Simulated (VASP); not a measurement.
# Be (Im-3m) in VASP: single point with PBEsol

Aim: the single point of Be with PBEsol.

Program: VASP 6.6.1. These are calculated values, not measurements. Logs are shortened: lines on timing, memory, paths and dates and some standing lists are left out, and cuts for length are marked.

## (1) The cell of the first run

Symmetry: Im-3m, No. 229, cubic system. Conventional cell: a = 2.493 Å, b = 2.493 Å, c = 2.493 Å, α = 90.00°, β = 90.00°, γ = 90.00°. Be (site symmetry m-3m) has 14 Be at 2.16 to 2.49 Å within 2.9 Å.

## (2) Single point, PBEsol

Input file INCAR:

```
ALGO = Normal ; EDIFF = 1E-6
ENCUT = 600 ; GGA = PS
GGA_COMPAT = F ; ISIF = 2
ISMEAR = -1 ; LASPH = T
LCHARG = F ; LREAL = F
LWAVE = F ; NBANDS = 7
NELM = 120 ; PREC = Accurate
SIGMA = 0.13605693000000002
```

Input file KPOINTS:

```
k-points
0
Gamma
  18 18 18
```

Input file POSCAR:

```
Be
1.0
   -1.2464968582      1.2464968582      1.2464968582
    1.2464968582     -1.2464968582      1.2464968582
    1.2464968582      1.2464968582     -1.2464968582
Be
1
Direct
    0.0000000000      0.0000000000      0.0000000000
```

Potentials or basis: VASP PAW PBE potentials, release 64 (Be).

Command:

```console
$ cat potpaw_PBE.64/Be/POTCAR > POTCAR
$ mpirun -np 1 vasp_std > vasp.out
```

OUTCAR:

```text
EDIFF = 1E-6
   ENCUT = 600
   GGA = PS
   ISIF = 2
   ISMEAR = -1
   LASPH = T
   LREAL = F
   NELM = 120
   PREC = Accurate

 ion  position               nearest neighbor table
   1  0.000  0.000  0.000-

  LATTYP: Found a body centered cubic cell.
 ALAT       =     2.4929937164

  Lattice vectors:

 A1 = (  -1.2464968582,   1.2464968582,   1.2464968582)
 A2 = (   1.2464968582,  -1.2464968582,   1.2464968582)
 A3 = (   1.2464968582,   1.2464968582,  -1.2464968582)

Analysis of symmetry for initial positions (statically):
=====================================================================
 Subroutine PRICEL returns:
 Original cell was already a primitive cell.

 Routine SETGRP: Setting up the symmetry group for a
 body centered cubic supercell.

 Subroutine GETGRP returns: Found 48 space group operations
 (whereof 48 operations were pure point group operations)
 out of a pool of 48 trial point group operations.

The static configuration has the point symmetry O_h .

Analysis of symmetry for dynamics (positions and initial velocities):
=====================================================================
 Subroutine PRICEL returns:
 Original cell was already a primitive cell.

 Routine SETGRP: Setting up the symmetry group for a
 body centered cubic supercell.

 Subroutine GETGRP returns: Found 48 space group operations
 (whereof 48 operations were pure point group operations)
 out of a pool of 48 trial point group operations.

The dynamic configuration has the point symmetry O_h .

 Subroutine INISYM returns: Found 48 space group operations
 (whereof 48 operations are pure point group operations),
 and found     1 'primitive' translations

----------------------------------------------------------------------------------------

                                     Primitive cell

  volume of cell :       7.7470

  direct lattice vectors                    reciprocal lattice vectors
    -1.246496858  1.246496858  1.246496858     0.000000000  0.401124156  0.401124156
     1.246496858 -1.246496858  1.246496858     0.401124156  0.000000000  0.401124156
     1.246496858  1.246496858 -1.246496858     0.401124156  0.401124156  0.000000000

  length of vectors
     2.158995890  2.158995890  2.158995890     0.567275221  0.567275221  0.567275221

  position of ions in fractional coordinates (direct lattice)
     0.000000000  0.000000000  0.000000000

  ion indices of the primitive-cell ions
   primitive index   ion index
                 1           1

----------------------------------------------------------------------------------------

 KPOINTS: k-points

Automatic generation of k-mesh.
 Grid dimensions read from file:
 generate k-points for:   18   18   18

 Generating k-lattice:

  Cartesian coordinates                     Fractional coordinates (reciprocal lattice)
     0.000000000  0.022284675  0.022284675     0.055555556  0.000000000  0.000000000
     0.022284675  0.000000000  0.022284675     0.000000000  0.055555556  0.000000000
     0.022284675  0.022284675  0.000000000     0.000000000  0.000000000  0.055555556

  Length of vectors
     0.031515290  0.031515290  0.031515290

  Shift w.r.t. Gamma in fractional coordinates (k-lattice)
     0.000000000  0.000000000  0.000000000

 Subroutine IBZKPT returns following result:
 ===========================================

 Found    195 irreducible k-points:

 Following reciprocal coordinates:
            Coordinates               Weight
  0.000000  0.000000  0.000000      1.000000
  0.055556  0.000000  0.000000     12.000000
  0.111111  0.000000  0.000000     12.000000
  0.166667  0.000000  0.000000     12.000000
  0.222222  0.000000  0.000000     12.000000
  0.277778  0.000000  0.000000     12.000000
[... 16 lines left out ...]
  0.333333  0.111111  0.000000     48.000000
  0.388889  0.111111  0.000000     48.000000
 [... further k-points ...]
   k-points           NKPTS =    195   k-points in BZ     NKDIM =    195   number of bands    NBANDS=      7
   number of dos      NEDOS =    301   number of ions     NIONS =      1
   total plane-waves  NPLWV =   5832
   dimension x,y,z NGX =    18 NGY =   18 NGZ =   18
   dimension x,y,z NGXF=    36 NGYF=   36 NGZF=   36
   ions per type =               1
   NGX,Y,Z   is equivalent  to a cutoff of  13.86, 13.86, 13.86 a.u.
   NGXF,Y,Z  is equivalent  to a cutoff of  27.72, 27.72, 27.72 a.u.
 SYSTEM =  unknown system
   PREC   = accura    normal or accurate (medium, high low for compatibility)
   ISTART =      0    job   : 0-new  1-cont  2-samecut
   ICHARG =      2    charge: 1-file 2-atom 10-const
   ISPIN  =      1    spin polarized calculation?
   LNONCOLLINEAR =      F non collinear calculations
   LSORBIT =      F    spin-orbit coupling
   LASPH  =      T    aspherical Exc in radial PAW
   ENCUT  =  600.0 eV  44.10 Ry    6.64 a.u.   4.31  4.31  4.31*2*pi/ulx,y,z
   NELM   =    120;   NELMIN=  2; NELMDL= -5     # of ELM steps
   EDIFF  = 0.1E-05   stopping-criterion for ELM
   LREAL  =      F    real-space projection
   EDIFFG = 0.1E-04   stopping-criterion for IOM
   NSW    =      0    number of steps for IOM
   IBRION =     -1    ionic relax: 0-MD 1-quasi-New 2-CG
   NFREE  =      0    steps in history (QN), initial steepest desc. (CG)
   ISIF   =      2    stress and relaxation
   ISYM   =      2    0-nonsym 1-usesym 2-fastsym
   POTIM  = 0.5000    time-step for ionic-motion
   TEBEG  =    0.0;   TEEND  =   0.0 temperature during run
   PSTRESS=    0.0 pullay stress
   NELECT =       2.0000    total number of electrons
   NUPDOWN=      -1.0000    fix difference up-down
   EMIN   =  10.00;   EMAX   =-10.00  energy-range for DOS
   EFERMI =   0.00;   METHOD = LEGACY
   ISMEAR =    -1;   SIGMA  =   0.14  broadening in eV -4-tet -1-fermi 0-gaus
   EFERMI_NEDOS =   21; number of points for ismear=-14 and -15
   IALGO  =     38    algorithm
   IMIX   =      4    mixing-type and parameters
     AMIX     =   0.40;   BMIX     =  1.00
     AMIX_MAG =   1.60;   BMIX_MAG =  1.00
  volume/ion in A,a.u.               =       7.75        52.28
  Fermi-wavevector in a.u.,A,eV,Ry     =   1.042414  1.969877 14.784462  1.086627
  Thomas-Fermi vector in A             =   2.177078
   LORBIT       =      0    0 simple, 1 ext, 2 COOP (PROOUT), +10 PAW based schemes
   GGA     = PS    functional components
   LHFCALC =     F    Hartree Fock is set to
   AEXX    =    0.0000 exact exchange contribution
   IVDW    =     0    specifies the selected vdW correction
   LEPSILON=     F    determine dielectric tensor
   LRPA    =     F    only Hartree local field effects (RPA)
 non-spin polarized calculation
  energy-cutoff  :      600.00
  volume of cell :        7.75
 maximum number of plane-waves:       268
 NGX is ok and might be reduce to    18
   NGX =  9   NGY =  9   NGZ =  9

 number of electron       2.0000000 magnetization

 Free energy of the ion-electron system (eV)
  ---------------------------------------------------
  ext. energy  EPLUGINS =         0.00000000
  ---------------------------------------------------
  free energy    TOTEN  =        -3.90410460 eV

  energy without entropy =       -3.89559416  energy(sigma->0) =       -3.89984938

 E-fermi :   8.0257     XC(G=0): -10.6804

 val. band max:        7.9763005060   @ k =   0.2778   0.2778   0.1111
 cond. band min:       8.0709501616   @ k =  -0.3889  -0.3889   0.0556
 fundamental gap:      0.0946496556
 Fermi energy:         8.0257320386

 k-point     1 :       0.0000    0.0000    0.0000
  band No.  band energies     occupation
      1      -4.2724      2.00000
      2      27.6505      0.00000
      3      27.6505      0.00000
      4      27.6505      0.00000
      5      39.0717      0.00000
      6      39.0717      0.00000
      7      39.0717      0.00000

 k-point     2 :       0.0556    0.0000    0.0000
  band No.  band energies     occupation
      1      -4.1638      2.00000
      2      27.1069      0.00000
      3      27.2052      0.00000
      4      27.5205      0.00000
      5      37.5975      0.00000
      6      37.7608      0.00000
      7      39.8051      0.00000

 k-point     3 :       0.1111    0.0000    0.0000
  band No.  band energies     occupation
      1      -3.8377      2.00000
      2      25.4398      0.00000
      3      26.1325      0.00000
      4      27.1426      0.00000
      5      35.4163      0.00000
      6      35.7600      0.00000
      7      39.5441      0.00000

 k-point     4 :       0.1667    0.0000    0.0000
  band No.  band energies     occupation
      1      -3.2941      2.00000
      2      22.8522      0.00000
      3      24.8460      0.00000
      4      26.5643      0.00000
      5      33.9063      0.00000
      6      34.2136      0.00000
      7      39.2318      0.00000

 k-point     5 :       0.2222    0.0000    0.0000
  band No.  band energies     occupation
      1      -2.5343      2.00000
      2      19.8443      0.00000
      3      23.5946      0.00000
      4      25.8743      0.00000
      5      32.3072      0.00000
      6      33.7521      0.00000
      7      39.4881      0.00000

 k-point     6 :       0.2778    0.0000    0.0000
  band No.  band energies     occupation
      1      -1.5642      2.00000
      2      16.8015      0.00000
      3      22.4969      0.00000
      4      25.1755      0.00000
      5      30.9883      0.00000
      6      33.7213      0.00000
      7      40.2245      0.00000

 k-point     7 :       0.3333    0.0000    0.0000
  band No.  band energies     occupation
      1      -0.4027      2.00000
      2      13.9302      0.00000
      3      21.6100      0.00000
      4      24.5556      0.00000
      5      29.9582      0.00000
      6      33.9311      0.00000
      7      41.3378      0.00000

 k-point     8 :       0.3889    0.0000    0.0000
  band No.  band energies     occupation
      1       0.8936      2.00000
      2      11.3739      0.00000
      3      20.9624      0.00000
      4      24.0762      0.00000
      5      29.2207      0.00000
      6      34.2393      0.00000
      7      42.6944      0.00000

 k-point     9 :       0.4444    0.0000    0.0000
  band No.  band energies     occupation
      1       2.1388      2.00000
      2       9.3602      0.00011
      3      20.5691      0.00000
      4      23.7753      0.00000
      5      28.7777      0.00000
      6      34.5080      0.00000
      7      44.0253      0.00000

 k-point    10 :       0.5000    0.0000    0.0000
  band No.  band energies     occupation
      1       2.7532      2.00000
      2       8.4876      0.06492
      3      20.4372      0.00000
      4      23.6729      0.00000
      5      28.6300      0.00000
      6      34.6150      0.00000
      7      44.6708      0.00000

 k-point    11 :       0.0556    0.0556    0.0000
  band No.  band energies     occupation
      1      -3.9464      2.00000
      2      26.1064      0.00000
      3      26.4622      0.00000
      4      27.1096      0.00000
      5      35.9452      0.00000
      6      36.3453      0.00000
      7      39.4601      0.00000
[... 51 lines left out ...]
 k-point    17 :       0.3889    0.0556    0.0000
  band No.  band energies     occupation
      1       1.6402      2.00000
      2      10.3015      0.00000
      3      20.3714      0.00000
      4      23.0815      0.00000
      5      30.1570      0.00000
      6      34.5126      0.00000
      7      43.3809      0.00000

 k-point    18 :       0.4444    0.0556    0.0000
  band No.  band energies     occupation
      1       2.6888      2.00000
      2       8.7388      0.01054
      3      20.1149      0.00000
      4      22.8588      0.00000
      5      29.8931      0.00000
      6      34.7403      0.00000
      7      44.5374      0.00000

 k-point    19 :       0.1111    0.1111    0.0000
  band No.  band energies     occupation
      1      -2.9670      2.00000
      2      22.7165      0.00000
      3      23.0124      0.00000
      4      25.5056      0.00000
      5      33.8889      0.00000
      6      34.4844      0.00000
      7      39.3384      0.00000

 k-point    20 :       0.1667    0.1111    0.0000
  band No.  band energies     occupation
      1      -2.2054      2.00000
      2      19.8908      0.00000
      3      21.7397      0.00000
      4      24.5572      0.00000
      5      33.6778      0.00000
      6      34.0724      0.00000
      7      39.7716      0.00000

 k-point    21 :       0.2222    0.1111   -0.0000
  band No.  band energies     occupation
      1      -1.2311      2.00000
      2      16.8934      0.00000
      3      20.6985      0.00000
      4      23.6818      0.00000
      5      33.4926      0.00000
      6      33.8600      0.00000
      7      40.5296      0.00000

 k-point    22 :       0.2778    0.1111    0.0000
  band No.  band energies     occupation
      1      -0.0606      2.00000
      2      14.0382      0.00000
      3      19.8635      0.00000
      4      22.9419      0.00000
      5      32.9538      0.00000
      6      34.2217      0.00000
      7      41.5571      0.00000

 k-point    23 :       0.3333    0.1111    0.0000
  band No.  band energies     occupation
      1       1.2549      2.00000
      2      11.4770      0.00000
      3      19.2549      0.00000
      4      22.3855      0.00000
      5      32.4955      0.00000
      6      34.7076      0.00000
      7      42.7498      0.00000

 k-point    24 :       0.3889    0.1111    0.0000
  band No.  band energies     occupation
      1       2.5385      2.00000
      2       9.4324      0.00006
      3      18.8853      0.00000
      4      22.0416      0.00000
      5      32.1978      0.00000
      6      35.1339      0.00000
      7      43.9785      0.00000

 [... further k-points ...]

------------------------ aborting loop because EDIFF is reached ----------------------------------------

  FORCE on cell =-STRESS in cart. coord.  units (eV):
  Direction    XX          YY          ZZ          XY          YZ          ZX
  --------------------------------------------------------------------------------------
  -------------------------------------------------------------------------------------
  Total        0.0231700      0.0231700      0.0231700     -0.0000000      0.0000000     -0.0000000
  in kB        4.7918549      4.7918549      4.7918549     -0.0000000      0.0000000     -0.0000000
  external PRESSURE =       4.7918549 kB  Pullay stress =       0.0000000 kB

 VOLUME and BASIS-vectors are now :
 -----------------------------------------------------------------------------
  energy-cutoff  :      600.00
  volume of cell :        7.75
      direct lattice vectors                 reciprocal lattice vectors
    -1.246496858  1.246496858  1.246496858     0.000000000  0.401124156  0.401124156
     1.246496858 -1.246496858  1.246496858     0.401124156  0.000000000  0.401124156
     1.246496858  1.246496858 -1.246496858     0.401124156  0.401124156  0.000000000

 POSITION                                       TOTAL-FORCE (eV/Angst)
 -----------------------------------------------------------------------------------
      0.00000      0.00000      0.00000        -0.000000     -0.000000     -0.000000
 -----------------------------------------------------------------------------------
    total drift:                               -0.000000     -0.000000      0.000000

  FREE ENERGIE OF THE ION-ELECTRON SYSTEM (eV)
  ---------------------------------------------------
  free  energy   TOTEN  =        -3.9041045960 eV

  energy  without entropy=       -3.8955941629  energy(sigma->0) =       -3.89984938
```

It took 9 s on 1 thread of Intel Xeon Platinum 8375C at 2.90GHz (Ice Lake), shared host; peak memory 0.12 GiB.

What came out:

| Property | Result |
| --- | --- |
| Free energy | -3.9041 eV |
| Pressure | 0.5 GPa |
| Band gap on the k mesh | zero (band 1 reaches 12.05 eV, above the bottom of band 2 at 6.66 eV) |

Levels at points of the mesh, in eV from the Fermi level:
```tsv
k point	band 1	band 2	band 3	band 4	band 5	band 6
(0.00, 0.00, 0.00)	-12.30	19.62	19.62	19.62	31.05	31.05
(0.50, 0.00, 0.00)	-5.27	0.46	12.41	15.65	20.60	26.59
(0.50, 0.50, 0.50)	4.02	4.02	4.02	9.91	9.91	18.75
```

Caveat: the PAW data sets were made with another functional, which shifts forces and pressure a little.
